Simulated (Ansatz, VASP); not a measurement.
# KF in VASP and in Ansatz

```
CELL_PARAMETERS angstrom
0.00000 2.70701 2.70701
2.70701 0.00000 2.70701
2.70701 2.70701 0.00000
ATOMIC_POSITIONS crystal
K 0.00000 0.00000 0.00000
F 0.50000 0.50000 0.50000
```

Alike in both runs: task single point; functional HSE06; k mesh 6 × 6 × 6; occupations fermi-dirac, width 0.05 eV; no spin polarisation.

```csv
,VASP,Ansatz
version,VASP 6.6.1,Ansatz 0.2.0
potentials or method,"VASP PAW PBE potentials, release 64 (K_sv, F)",Ansatz PAW
plane-wave cutoff (eV),520,420
valence electrons in the cell,16,16
```

```tsv
	VASP	Ansatz	Ansatz less VASP
gap on the k mesh at the Fermi level (eV)	7.94	7.96	+0.017
least direct gap on the mesh (eV)	7.94	7.96	+0.017
pressure (GPa)	-0.7	-0.7	-0.06
```

With one functional, cell and mesh, what is left measures potentials, basis and numerics.
